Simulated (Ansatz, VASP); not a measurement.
# Ta: VASP beside Ansatz

File INCAR:

```
ALGO     = Fast           # electronic algorithm
EDIFF    = 1E-7           # SCF threshold, eV
ENCUT    = 520            # plane-wave cutoff, eV
GGA      = PE             # functional
ISIF     = 2              # what is computed and relaxed
ISMEAR   = 0              # smearing method
LASPH    = T              # aspherical terms in the spheres
LCHARG   = F              # write CHGCAR
LREAL    = F              # projectors in reciprocal space
LWAVE    = F              # write WAVECAR
NBANDS   = 12             # bands
NELM     = 80             # most SCF steps
PREC     = Accurate       # precision mode
SIGMA    = 0.15           # smearing width, eV
```

Contents of KPOINTS:

```
k-points
0
Gamma
  22 22 22
```

File POSCAR:

```
Ta
1.0
   -2.0299059403      1.6720501819      1.6720501819
    1.6720501819     -2.0299059403      1.6720501819
    1.6720501819      1.6720501819     -2.0299059403
Ta
1
Direct
    0.0000000000      0.0000000000      0.0000000000
```

Input for Ansatz:

```yaml
crystal:
  lattice:
    - [-2.0299059403, 1.6720501819, 1.6720501819]
    - [1.6720501819, -2.0299059403, 1.6720501819]
    - [1.6720501819, 1.6720501819, -2.0299059403]
  atoms:
    - { symbol: Ta, position: [0.0, 0.0, 0.0] }
basis:
  ecutwfc: 420
kpoints:
  mp_grid: { grid: [22, 22, 22] }
hamiltonian:
  xc: pbe
scf:
  occupations: { method: gaussian, width: 0.15 }
output:
  forces: true
  stress: true
  eigenvalues: true
```

Alike in both runs: task single point; functional PBE; k mesh 22 × 22 × 22; occupations gaussian, width 0.15 eV; no spin polarisation.

|  | VASP | Ansatz |
| --- | --- | --- |
| version | VASP 6.6.1 | Ansatz 0.2.0 |
| potentials or method | VASP PAW PBE potentials, release 64 (Ta_pv), cutoff 520 eV | scalar-relativistic, plane waves, PAW |
| valence electrons in the cell | 11 | 13 |

|  | VASP | Ansatz | Ansatz less VASP |
| --- | --- | --- | --- |
| gap on the k mesh at the Fermi level (eV) | none | none | - |
| pressure (GPa) | 27.0 | 26.3 | -0.76 |
| traceless stress, the component that is largest in VASP (GPa) | 41.16 | 40.58 | -0.578 |

A gap of «none» marks a metal or a gap that the smearing closes. The functional is the same, so the differences come from potentials, cutoffs and numerics. VASP's potentials hold 11 valence electrons a cell and Ansatz's 13, so a difference there can come from the potentials and not from the codes.

Spin-orbit coupling is off throughout.
